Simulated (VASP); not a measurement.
Wanted: the native input for a VASP 6.6.1 run.

```yaml
Task: single point
Functional: PBE
Potentials_or_basis: VASP PAW PBE potentials, release 64 (Si, C)
Cutoff: 520 eV
k_mesh: 6 × 6 × 6
Occupations: gaussian, width 0.1 eV
Spin: collinear spin, ferromagnetic start
Starting_moments: "[0.0, 1.0] μB"
Dipole_correction: no
Further_INCAR_settings: ALGO = Normal; EDIFF = 1e-06; NBANDS = 15
```

The structure of SiC lies in POSCAR:

```
SiC
1.0
    2.7864180400      0.0000000000      0.0000000000
    0.0000000000      2.7864180400      0.0000000000
    0.0000000000      0.0000000000      2.7864180400
Si C
1 1
Direct
    0.5000000000      0.5000000000      0.5000000000
    0.0000000000      0.0000000000      0.0000000000
```

One way to write it, as run:

INCAR

```
PREC = Accurate ; ENCUT = 520
EDIFF = 1E-6 ; ISMEAR = 0
SIGMA = 0.1 ; LREAL = F
LASPH = T ; NELM = 150
ALGO = Normal ; ISIF = 2
LWAVE = F ; LCHARG = F
ISPIN = 2 ; MAGMOM = 0 1
LORBIT = 11 ; GGA = PE
NBANDS = 15
```

KPOINTS

```
Automatic mesh
0
Gamma
  6 6 6
```

Potentials or basis: VASP PAW PBE potentials, release 64 (Si, C).

Command:

```sh
$ cat potpaw_PBE.64/Si/POTCAR potpaw_PBE.64/C/POTCAR > POTCAR
$ mpirun -np 1 vasp_std > vasp.out
```

Results of the run:

The pressure is -19.5 GPa, the band gap on the k mesh is zero (filled and empty bands overlap) and the net moment is 0.00 μB per cell. The valence electrons inside the program's atomic spheres are Si 1.42; C 2.16.

Caveat: the k points lie up to 0.38 Å⁻¹ apart.

Wall time 5.7 s on 1 thread of Intel(R) Xeon(R) 6975P-C (Granite Rapids) (shared host), peak memory 0.14 GiB.
